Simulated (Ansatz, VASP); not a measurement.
# YSi2: VASP beside Ansatz

```
Y Si
1.0
     3.79170    0.00000    0.00000
    -1.89585    3.28371    0.00000
     0.00000    0.00000    4.14000
Y Si
1 2
Direct
  0.00000 0.00000 0.00000
  0.33333 0.66667 0.50000
  0.66667 0.33333 0.50000
```

Change from the starting cell: equal xx and yy strain of -1 %, crystal datasets.

Alike in both runs: task electric field gradients; functional PBEsol; k mesh 12 × 12 × 10; occupations fermi-dirac, width 0.05 eV; no spin polarisation.

|  | VASP | Ansatz |
| --- | --- | --- |
| version | VASP 6.6.1 | Ansatz 0.2.0 |
| potentials or method | VASP PAW PBE potentials, release 64 (Y_sv, Si), cutoff 520 eV | all-electron PAW with datasets made for the crystal, scalar-relativistic |

```csv
,VASP,Ansatz,Ansatz less VASP
pressure (GPa),12.8,12.6,-0.13
"traceless stress, the component that is largest in VASP (GPa)",-13.95,-13.83,+0.116
size of Vzz on the site where it differs most (V/Å²),1.0,6.0,+4.94
```

VASP's potentials were made for PBE, not for PBEsol. Ansatz ran all-electron here, and VASP with PAW potentials.
